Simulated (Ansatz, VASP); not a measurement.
## TiAl in VASP and in Ansatz

```
Ti Al
1.0
     3.15608    0.00000    0.00000
     0.00000    3.50324    0.00000
     0.00000    0.00000    3.15608
Ti Al
1 1
Cartesian
  0.0000 0.0000 0.0000
  1.5780 1.7516 1.5780
```

Change from the starting cell: normal strain along x +0.0000, normal strain along y +0.1100.

Alike in both runs: task single point; functional PBEsol; k mesh 14 × 14 × 14; occupations gaussian, width 0.15 eV; no spin polarisation.

```csv
,VASP,Ansatz
version,VASP 6.6.1,Ansatz 0.2.0
potentials or method,"VASP PAW PBE potentials, release 64 (Ti_sv, Al), cutoff 520 eV","scalar-relativistic, plane waves, PAW"
valence electrons in the cell,15,15
```

|  | VASP | Ansatz | Ansatz less VASP |
| --- | --- | --- | --- |
| gap on the k mesh at the Fermi level (eV) | none | none | - |
| pressure (GPa) | -9.9 | -10.0 | -0.07 |
| traceless stress, the component that is largest in VASP (GPa) | 4.58 | 4.59 | +0.006 |

VASP's potentials were made for PBE, not for PBEsol, and Ansatz warns of the same on its side. A gap of «none» marks a metal or a gap that the smearing closes.
